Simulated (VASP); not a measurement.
Here is a VASP 6.6.1 calculation.

The input INCAR:

```
SYSTEM = SnO
PREC = Accurate ; ENCUT = 520
EDIFF = 1E-6 ; ISMEAR = -1
SIGMA = 0.02 ; LREAL = .FALSE.
LASPH = .TRUE. ; NELM = 60
ALGO = Normal ; ISIF = 2
LWAVE = .FALSE. ; LCHARG = .FALSE.
GGA = PS ; NBANDS = 17
```

Contents of KPOINTS:

```
Automatic mesh
0
G
  6 6 6
  0 0 0
```

Contents of POSCAR:

```
SnO
1.0
    0.0000000000      2.7082147176      2.7082147176
    2.7082147176      0.0000000000      2.7082147176
    2.7082147176      2.7082147176      0.0000000000
Sn O
1 1
Direct
    0.0000000000      0.0000000000      0.0000000000
    0.2500000000      0.2500000000      0.2500000000
```

Potentials or basis: VASP PAW PBE potentials, release 64 (Sn_d, O).

Launch:

```bash
$ cat potpaw_PBE.64/Sn_d/POTCAR potpaw_PBE.64/O/POTCAR > POTCAR
$ mpirun -np 1 vasp_std > vasp.out
```

(1) Estimate the pressure.

(2) What does it give for the band gap on the k mesh?

## Answers

(1) -1.1 GPa.

(2) zero (band 10 reaches 5.96 eV, above the bottom of band 11 at 5.81 eV).

Caveat: the PAW data sets were made with another functional, which shifts forces and pressure a little; spin-orbit coupling is left out, which moves the levels of the heavy elements.
